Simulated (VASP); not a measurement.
# LiCl (Fm-3m) in VASP: further runs

Runs on LiCl. Level: PBEsol. Tasks: vibrations by perturbation theory.

All numbers are computed with VASP 6.6.1; they aren't measurements. Logs are shortened: lines on timing, memory, paths and dates and some standing lists are left out, and cuts for length are marked.

## 1. The cell of the first run

It takes space group Fm-3m (No. 225, cubic). The conventional cell has a = 5.063 Å, b = 5.063 Å, c = 5.063 Å, α = 90.00°, β = 90.00°, γ = 90.00°. Li (site symmetry m-3m) has 6 Cl at 2.53 Å within 3.3 Å. Cl (site symmetry m-3m) has 6 Li at 2.53 Å within 3.3 Å.

## 2. Vibrations by perturbation theory, PBEsol

Contents of INCAR:

```
PREC = Accurate
ENCUT = 520
EDIFF = 1E-8
ISMEAR = 0
SIGMA = 0.01
LREAL = False
LASPH = True
NELM = 80
ALGO = Normal
ISIF = 2
LWAVE = False
LCHARG = True
GGA = PS
NBANDS = 12
IBRION = 8
NSW = 1
```

Contents of KPOINTS:

```
Automatic mesh
0
Gamma
  8 8 8
```

Contents of POSCAR:

```
LiCl
1.0
    0.0000000000      2.5314060449      2.5314060449
    2.5314060449      0.0000000000      2.5314060449
    2.5314060449      2.5314060449      0.0000000000
Li Cl
1 1
Direct
    0.0000000000      0.0000000000      0.0000000000
    0.5000000000      0.5000000000      0.5000000000
```

Potentials or basis: VASP PAW PBE potentials, release 64 (Li_sv, Cl).

Command:

```sh
cat potpaw_PBE.64/Li_sv/POTCAR potpaw_PBE.64/Cl/POTCAR > POTCAR
mpirun -np 1 vasp_std > vasp.out
```

OUTCAR:

```text
PREC = Accurate
   ENCUT = 520
   EDIFF = 1E-8
   ISMEAR = 0
   LREAL = False
   LASPH = True
   NELM = 80
   ISIF = 2
   GGA = PS
   IBRION = 8
   NSW = 1

 ion  position               nearest neighbor table
   1  0.000  0.000  0.000-   2 2.53   2 2.53   2 2.53   2 2.53   2 2.53   2 2.53
   2  0.500  0.500  0.500-   1 2.53   1 2.53   1 2.53   1 2.53   1 2.53   1 2.53

  LATTYP: Found a face centered cubic cell.
 ALAT       =     5.0628120898

  Lattice vectors:

 A1 = (   0.0000000000,   2.5314060449,   2.5314060449)
 A2 = (   2.5314060449,   0.0000000000,   2.5314060449)
 A3 = (   2.5314060449,   2.5314060449,   0.0000000000)

Analysis of symmetry for initial positions (statically):
=====================================================================
 Subroutine PRICEL returns:
 Original cell was already a primitive cell.

 Routine SETGRP: Setting up the symmetry group for a
 face centered cubic supercell.

 Subroutine GETGRP returns: Found 48 space group operations
 (whereof 48 operations were pure point group operations)
 out of a pool of 48 trial point group operations.

The static configuration has the point symmetry O_h .

Analysis of symmetry for dynamics (positions and initial velocities):
=====================================================================
 Subroutine PRICEL returns:
 Original cell was already a primitive cell.

 Routine SETGRP: Setting up the symmetry group for a
 face centered cubic supercell.

 Subroutine GETGRP returns: Found 48 space group operations
 (whereof 48 operations were pure point group operations)
 out of a pool of 48 trial point group operations.

The dynamic configuration has the point symmetry O_h .

 Subroutine INISYM returns: Found 48 space group operations
 (whereof 48 operations are pure point group operations),
 and found     1 'primitive' translations

----------------------------------------------------------------------------------------

                                     Primitive cell

  volume of cell :      32.4426

  direct lattice vectors                    reciprocal lattice vectors
     0.000000000  2.531406045  2.531406045    -0.197518688  0.197518688  0.197518688
     2.531406045  0.000000000  2.531406045     0.197518688 -0.197518688  0.197518688
     2.531406045  2.531406045  0.000000000     0.197518688  0.197518688 -0.197518688

  length of vectors
     3.579948761  3.579948761  3.579948761     0.342112403  0.342112403  0.342112403

  position of ions in fractional coordinates (direct lattice)
     0.000000000  0.000000000  0.000000000
     0.500000000  0.500000000  0.500000000

  ion indices of the primitive-cell ions
   primitive index   ion index
                 1           1
                 2           2

----------------------------------------------------------------------------------------

 KPOINTS: Automatic mesh

Automatic generation of k-mesh.
 Grid dimensions read from file:
 generate k-points for:    8    8    8

 Generating k-lattice:

  Cartesian coordinates                     Fractional coordinates (reciprocal lattice)
    -0.024689836  0.024689836  0.024689836     0.125000000  0.000000000  0.000000000
     0.024689836 -0.024689836  0.024689836     0.000000000  0.125000000  0.000000000
     0.024689836  0.024689836 -0.024689836     0.000000000  0.000000000  0.125000000

  Length of vectors
     0.042764050  0.042764050  0.042764050

  Shift w.r.t. Gamma in fractional coordinates (k-lattice)
     0.000000000  0.000000000  0.000000000

 Subroutine IBZKPT returns following result:
 ===========================================

 Found     29 irreducible k-points:

 Following reciprocal coordinates:
            Coordinates               Weight
  0.000000  0.000000  0.000000      1.000000
  0.125000  0.000000  0.000000      8.000000
  0.250000  0.000000  0.000000      8.000000
  0.375000  0.000000  0.000000      8.000000
  0.500000  0.000000  0.000000      4.000000
  0.125000  0.125000  0.000000      6.000000
[... 16 lines left out ...]
  0.500000  0.250000  0.125000     48.000000
 -0.375000  0.250000  0.125000     24.000000
 [... further k-points ...]
   k-points           NKPTS =     29   k-points in BZ     NKDIM =     29   number of bands    NBANDS=     12
   number of dos      NEDOS =    301   number of ions     NIONS =      2
   total plane-waves  NPLWV =  21952
   dimension x,y,z NGX =    28 NGY =   28 NGZ =   28
   dimension x,y,z NGXF=    56 NGYF=   56 NGZF=   56
   ions per type =               1   1
   NGX,Y,Z   is equivalent  to a cutoff of  13.00, 13.00, 13.00 a.u.
   NGXF,Y,Z  is equivalent  to a cutoff of  26.01, 26.01, 26.01 a.u.
 SYSTEM =  unknown system
   PREC   = accura    normal or accurate (medium, high low for compatibility)
   ISTART =      0    job   : 0-new  1-cont  2-samecut
   ICHARG =      2    charge: 1-file 2-atom 10-const
   ISPIN  =      1    spin polarized calculation?
   LNONCOLLINEAR =      F non collinear calculations
   LSORBIT =      F    spin-orbit coupling
   LASPH  =      T    aspherical Exc in radial PAW
   ENCUT  =  520.0 eV  38.22 Ry    6.18 a.u.   6.66  6.66  6.66*2*pi/ulx,y,z
   NELM   =     80;   NELMIN=  2; NELMDL= -5     # of ELM steps
   EDIFF  = 0.1E-07   stopping-criterion for ELM
   LREAL  =      F    real-space projection
   EDIFFG = 0.1E-06   stopping-criterion for IOM
   NSW    =      1    number of steps for IOM
   IBRION =      8    ionic relax: 0-MD 1-quasi-New 2-CG
   NFREE  =      0    steps in history (QN), initial steepest desc. (CG)
   ISIF   =      2    stress and relaxation
   ISYM   =      2    0-nonsym 1-usesym 2-fastsym
   POTIM  = 0.5000    time-step for ionic-motion
   TEBEG  =    0.0;   TEEND  =   0.0 temperature during run
   PSTRESS=    0.0 pullay stress
   NELECT =      10.0000    total number of electrons
   NUPDOWN=      -1.0000    fix difference up-down
   EMIN   =  10.00;   EMAX   =-10.00  energy-range for DOS
   EFERMI =   0.00;   METHOD = LEGACY
   ISMEAR =     0;   SIGMA  =   0.01  broadening in eV -4-tet -1-fermi 0-gaus
   EFERMI_NEDOS =   21; number of points for ismear=-14 and -15
   IALGO  =     38    algorithm
   IMIX   =      4    mixing-type and parameters
     AMIX     =   0.40;   BMIX     =  1.00
     AMIX_MAG =   1.60;   BMIX_MAG =  1.00
  volume/ion in A,a.u.               =      16.22       109.47
  Fermi-wavevector in a.u.,A,eV,Ry     =   1.105867  2.089786 16.639143  1.222943
  Thomas-Fermi vector in A             =   2.242360
   LORBIT       =      0    0 simple, 1 ext, 2 COOP (PROOUT), +10 PAW based schemes
   GGA     = PS    functional components
   LHFCALC =     F    Hartree Fock is set to
   AEXX    =    0.0000 exact exchange contribution
   IVDW    =     0    specifies the selected vdW correction
   LEPSILON=     F    determine dielectric tensor
   LRPA    =     F    only Hartree local field effects (RPA)
 non-spin polarized calculation
 Gauss-broadening in eV      SIGMA  =   0.01
  energy-cutoff  :      520.00
  volume of cell :       32.44
 maximum number of plane-waves:       893
   NGX = 13   NGY = 13   NGZ = 13

--------------------------------------- Ionic step        1  -------------------------------------------

 number of electron      10.0000000 magnetization

 number of electron       9.9999996 magnetization

 Free energy of the ion-electron system (eV)
  ---------------------------------------------------
  ext. energy  EPLUGINS =         0.00000000
  ---------------------------------------------------
  free energy    TOTEN  =        -7.63912812 eV

  energy without entropy =       -7.63912812  energy(sigma->0) =       -7.63912812

 E-fermi :   0.9694     XC(G=0):  -9.0823

 val. band max:        0.8369384675   @ k =   0.0000   0.0000   0.0000
 cond. band min:       7.2021091442   @ k =   0.0000   0.0000   0.0000
 fundamental gap:      6.3651706767
 Fermi energy:         0.9693848568

 k-point     1 :       0.0000    0.0000    0.0000
  band No.  band energies     occupation
      1     -41.9154      2.00000
      2     -12.6996      2.00000
      3       0.8369      2.00000
      4       0.8369      2.00000
      5       0.8369      2.00000
      6       7.2021      0.00000
      7      12.6799      0.00000
      8      12.6799      0.00000
      9      12.6799      0.00000
     10      15.4802      0.00000
     11      15.4802      0.00000
     12      15.4802      0.00000
[... 331 lines left out ...]
 k-point    24 :      -0.3750    0.2500    0.1250
  band No.  band energies     occupation
      1     -41.9110      2.00000
      2     -11.9335      2.00000
      3      -1.9181      2.00000
      4      -0.5941      2.00000
      5       0.2037      2.00000
      6       8.9604      0.00000
      7      10.1123      0.00000
      8      11.3725      0.00000
      9      12.7083      0.00000
     10      16.4425      0.00000
     11      17.1329      0.00000
     12      19.2471      0.00000

 [... further k-points ...]
[... 5 lines left out ...]
  --------------------------------------------------------------------------------------
  -------------------------------------------------------------------------------------
  Total       -0.0081556     -0.0081556     -0.0081556     -0.0000000      0.0000000     -0.0000000
  in kB       -0.4027646     -0.4027646     -0.4027646     -0.0000000      0.0000000     -0.0000000
  external PRESSURE =      -0.4027646 kB  Pullay stress =       0.0000000 kB

 VOLUME and BASIS-vectors are now :
 -----------------------------------------------------------------------------
  energy-cutoff  :      520.00
  volume of cell :       32.44
      direct lattice vectors                 reciprocal lattice vectors
     0.000000000  2.531406045  2.531406045    -0.197518688  0.197518688  0.197518688
     2.531406045  0.000000000  2.531406045     0.197518688 -0.197518688  0.197518688
     2.531406045  2.531406045  0.000000000     0.197518688  0.197518688 -0.197518688

 POSITION                                       TOTAL-FORCE (eV/Angst)
 -----------------------------------------------------------------------------------
      0.00000      0.00000      0.00000        -0.000000     -0.000000     -0.000000
      2.53141      2.53141      2.53141         0.000000      0.000000      0.000000
 -----------------------------------------------------------------------------------
    total drift:                                0.000000      0.000000      0.000000

  FREE ENERGIE OF THE ION-ELECTRON SYSTEM (eV)
  ---------------------------------------------------
  free  energy   TOTEN  =        -7.6391281190 eV

  energy  without entropy=       -7.6391281190  energy(sigma->0) =       -7.63912812

[... ionic steps 2 to 3 ...]

--------------------------------------- Ionic step        4  -------------------------------------------

------------------------ aborting loop because EDIFF is reached ----------------------------------------

[... ionic steps 5 to 6 ...]

--------------------------------------- Ionic step        7  -------------------------------------------

 Free energy of the ion-electron system (eV)
  ---------------------------------------------------
  ---------------------------------------------------
  free energy    TOTEN  =        -0.18797721 eV

  energy without entropy =       -0.18797721

------------------------ aborting loop because EDIFF is reached ----------------------------------------

 INTERNAL STRAIN TENSOR  FOR ION    2  DIRECTION 1   (eV/Angst):
 -----------------------------------------------------------------------------
     0.00243 -0.00000 -0.00000
     0.00000  0.00969  0.00000
     0.00000  0.00000  0.00969

 INTERNAL STRAIN TENSOR FOR ION    2 for displacements in x,y,z  (eV/Angst):
          X           Y           Z          XY          YZ          ZX
  --------------------------------------------------------------------------------
  x     0.00000     0.00000     0.00000     0.00000     0.00000     0.00000
  y     0.00000     0.00000     0.00000     0.00000     0.00000     0.00000
  z     0.00000     0.00000     0.00000     0.00000     0.00000     0.00000

 SECOND DERIVATIVES (NOT SYMMETRIZED)
 ------------------------------------
               1X          1Y          1Z          2X          2Y          2Z
  1X    -0.918455    0.000000    0.000000    0.918455    0.000000    0.000000
  1Y     0.000000   -0.918455    0.000000    0.000000    0.918455    0.000000
  1Z     0.000000    0.000000   -0.918455    0.000000    0.000000    0.918455
  2X     0.934031    0.000000    0.000000   -0.934031    0.000000    0.000000
  2Y     0.000000    0.934031    0.000000    0.000000   -0.934031    0.000000
  2Z     0.000000    0.000000    0.934031    0.000000    0.000000   -0.934031

 Eigenvectors and eigenvalues of the dynamical matrix
 ----------------------------------------------------

   1 f  =    6.201670 THz    38.966243 2PiTHz  206.865450 cm-1    25.648035 meV
             X         Y         Z           dx          dy          dz
      0.000000  0.000000  0.000000     0.074781    0.909387    0.000000
      2.531406  2.531406  2.531406    -0.033534   -0.407796    0.000000
[... 21 lines left out ...]
   6 f/i=    0.019469 THz     0.122329 2PiTHz    0.649422 cm-1     0.080518 meV
             X         Y         Z           dx          dy          dz
      0.000000  0.000000  0.000000     0.403556    0.067564    0.000000
      2.531406  2.531406  2.531406     0.899931    0.150669    0.000000

--------------------------------------------------------------------------------------------------------

 ELASTIC MODULI CONTR FROM IONIC RELAXATION (kBar)
 Direction    XX          YY          ZZ          XY          YZ          ZX
 --------------------------------------------------------------------------------
 XX           0.0000      0.0000      0.0000      0.0000      0.0000      0.0000
 YY           0.0000      0.0000      0.0000      0.0000      0.0000      0.0000
 ZZ           0.0000      0.0000      0.0000      0.0000      0.0000      0.0000
 XY           0.0000      0.0000      0.0000      0.0000      0.0000      0.0000
 YZ           0.0000      0.0000      0.0000      0.0000      0.0000      0.0000
 ZX           0.0000      0.0000      0.0000      0.0000      0.0000      0.0000
 --------------------------------------------------------------------------------
```

Wall time 2.6 min (1 thread of Intel Xeon Platinum 8488C (Sapphire Rapids), shared host); peak memory 0.19 GiB.

Results:

```
Highest phonon frequency at Γ, LO-TO splitting left out : 207 cm⁻¹
```

Phonon frequencies in cm⁻¹ (negative: imaginary):
```
              q point           frequencies
(0.000, 0.000, 0.000)  -1 -1 -1 207 207 207
```

Caveat: the cutoff is under 1.25 times the usual one of these potentials, so pressure, stress and relaxed cells hold a basis-set (Pulay) error; the PAW data sets were made with another functional, which shifts forces and pressure a little.

## 3. Vibrations by perturbation theory, PBEsol (volume scaled by 0.985)

Contents of INCAR:

```
ALGO     = Normal         # electronic algorithm
EDIFF    = 1E-8           # SCF threshold, eV
ENCUT    = 520            # plane-wave cutoff, eV
GGA      = PS             # functional
IBRION   = 8              # ionic algorithm
ISIF     = 2              # what is computed and relaxed
ISMEAR   = 0              # smearing method
LASPH    = True           # aspherical terms in the spheres
LCHARG   = True           # write CHGCAR
LREAL    = False          # projectors in reciprocal space
LWAVE    = False          # write WAVECAR
NBANDS   = 12             # bands
NELM     = 100            # most SCF steps
NSW      = 1              # ionic steps
PREC     = Accurate       # precision mode
SIGMA    = 0.01           # smearing width, eV
```

Contents of KPOINTS:

```
k-points
0
Gamma
  8 8 8
```

Contents of POSCAR:

```
LiCl
1.0
    0.0000000000      2.5186851968      2.5186851968
    2.5186851968      0.0000000000      2.5186851968
    2.5186851968      2.5186851968      0.0000000000
Li Cl
1 1
Direct
    0.0000000000      0.0000000000      0.0000000000
    0.5000000000      0.5000000000      0.5000000000
```

Potentials or basis: VASP PAW PBE potentials, release 64 (Li_sv, Cl).

Command:

```sh
cat potpaw_PBE.64/Li_sv/POTCAR potpaw_PBE.64/Cl/POTCAR > POTCAR
mpirun -np 1 vasp_std > vasp.out
```

OUTCAR:

```text
EDIFF = 1E-8
   ENCUT = 520
   GGA = PS
   IBRION = 8
   ISIF = 2
   ISMEAR = 0
   LASPH = True
   LREAL = False
   NELM = 100
   NSW = 1
   PREC = Accurate

 ion  position               nearest neighbor table
   1  0.000  0.000  0.000-   2 2.52   2 2.52   2 2.52   2 2.52   2 2.52   2 2.52
   2  0.500  0.500  0.500-   1 2.52   1 2.52   1 2.52   1 2.52   1 2.52   1 2.52

  LATTYP: Found a face centered cubic cell.
 ALAT       =     5.0373703936

  Lattice vectors:

 A1 = (   0.0000000000,   2.5186851968,   2.5186851968)
[... 618 lines left out ...]
  1X    -1.010816    0.000000    0.000000    1.010816    0.000000    0.000000
  1Y     0.000000   -1.010816    0.000000    0.000000    1.010816    0.000000
  1Z     0.000000    0.000000   -1.010816    0.000000    0.000000    1.010816
  2X     1.025555    0.000000    0.000000   -1.025555    0.000000    0.000000
  2Y     0.000000    1.025555    0.000000    0.000000   -1.025555    0.000000
  2Z     0.000000    0.000000    1.025555    0.000000    0.000000   -1.025555

 Eigenvectors and eigenvalues of the dynamical matrix
 ----------------------------------------------------

   1 f  =    6.504745 THz    40.870521 2PiTHz  216.974954 cm-1    26.901454 meV
             X         Y         Z           dx          dy          dz
      0.000000  0.000000  0.000000    -0.912637    0.000000    0.000000
      2.518685  2.518685  2.518685     0.408772    0.000000    0.000000
[... 21 lines left out ...]
   6 f/i=    0.017563 THz     0.110353 2PiTHz    0.585847 cm-1     0.072636 meV
             X         Y         Z           dx          dy          dz
      0.000000  0.000000  0.000000     0.000000   -0.408772    0.000000
      2.518685  2.518685  2.518685     0.000000   -0.912637    0.000000

--------------------------------------------------------------------------------------------------------

 ELASTIC MODULI CONTR FROM IONIC RELAXATION (kBar)
 Direction    XX          YY          ZZ          XY          YZ          ZX
 --------------------------------------------------------------------------------
 XX           0.0000      0.0000      0.0000      0.0000      0.0000      0.0000
 YY           0.0000      0.0000      0.0000      0.0000      0.0000      0.0000
 ZZ           0.0000      0.0000      0.0000      0.0000      0.0000      0.0000
 XY           0.0000      0.0000      0.0000      0.0000      0.0000      0.0000
 YZ           0.0000      0.0000      0.0000      0.0000      0.0000      0.0000
 ZX           0.0000      0.0000      0.0000      0.0000      0.0000      0.0000
 --------------------------------------------------------------------------------
```

stdout:

```text
POSCAR found type information on POSCAR LiCl
 POSCAR found :  2 types and       2 ions
 scaLAPACK will be used
 -----------------------------------------------------------------------------
|                                                                             |
|                                                                             |
|     You enforced a specific xc type in the INCAR file but a different       |
|     I HOPE YOU KNOW WHAT YOU ARE DOING!                                     |
|                                                                             |
 -----------------------------------------------------------------------------

 LDA part: xc-table for (Slater+PW92), standard interpolation
 POSCAR, INCAR and KPOINTS ok, starting setup
 FFT: planning ... GRIDC
 FFT: planning ... GRID_SOFT
 FFT: planning ... GRID
 WAVECAR not read
 entering main loop
 Linear response reoptimize wavefunctions to high precision
 Linear response DOF=           2
 Linear response progress:
 first order change of Fermi-energy   0.16180E-04
 force on displaced ion       1 direction 1 :  -1.011   0.000   0.000
 Linear response progress:
 first order change of Fermi-energy   0.31691E-03
 force on displaced ion       2 direction 1 :  -1.026   0.000   0.000
 Linear response finished
```

Run time: 2.6 min. Hardware: 1 thread of Intel Xeon Platinum 8488C (Sapphire Rapids), shared host; peak memory 0.19 GiB.

What came out:

| Item | Value |
| --- | --- |
| Highest phonon frequency at Γ, LO-TO splitting left out | 217 cm⁻¹ |

Phonon frequencies in cm⁻¹ (negative: imaginary):
| q point | frequencies |
| --- | --- |
| (0.000, 0.000, 0.000) | -1 -1 -1 217 217 217 |

Caveat: the cutoff is under 1.25 times the usual one of these potentials, so pressure, stress and relaxed cells hold a basis-set (Pulay) error; the PAW data sets were made with another functional, which shifts forces and pressure a little.
